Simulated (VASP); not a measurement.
Input of a VASP 6.6.1 run:

File INCAR:

```
SYSTEM = I
PREC = Accurate
ENCUT = 600
EDIFF = 1E-7
ISMEAR = -1
SIGMA = 0.05
LREAL = .False.
LASPH = .True.
NELM = 100
ALGO = Normal
ISIF = 3
LWAVE = .False.
LCHARG = .False.
GGA = PS
IBRION = 2
NSW = 60
EDIFFG = -0.01
PSTRESS = 100.0
```

KPOINTS

```
regular mesh
0
Gamma
  7 7 11
  0 0 0
```

The input POSCAR:

```
I
1.0
    2.5383465792     -3.7066249365      0.0000000000
    2.5383465792      3.7066249365      0.0000000000
   -1.6208748370      0.0000000000      2.3810977968
I
1
Direct
    0.5000000000      0.5000000000      0.5000000000
```

Potentials or basis: VASP PAW PBE potentials, release 64 (I).

Launch:

```sh
$ cat potpaw_PBE.64/I/POTCAR > POTCAR
$ mpirun -np 1 vasp_std > vasp.out
```

(1) Predict the relaxed cell.

(2) Predict the relaxed volume.

Results:

(1) a = 3.736 Å, b = 3.736 Å, c = 3.025 Å, α = 114.15°, β = 114.15°, γ = 109.24°.

(2) 28.20 Å³/atom.

Caveat: the cell is relaxed towards a set pressure, so the run minimises the enthalpy, not the energy; the volume moved by over 15 % at a fixed basis, so the end points are rough; the PAW data sets were made with another functional, which shifts forces and pressure a little; an odd number of electrons without spin polarisation forces a metal; a magnetic or distorted state may lie lower.
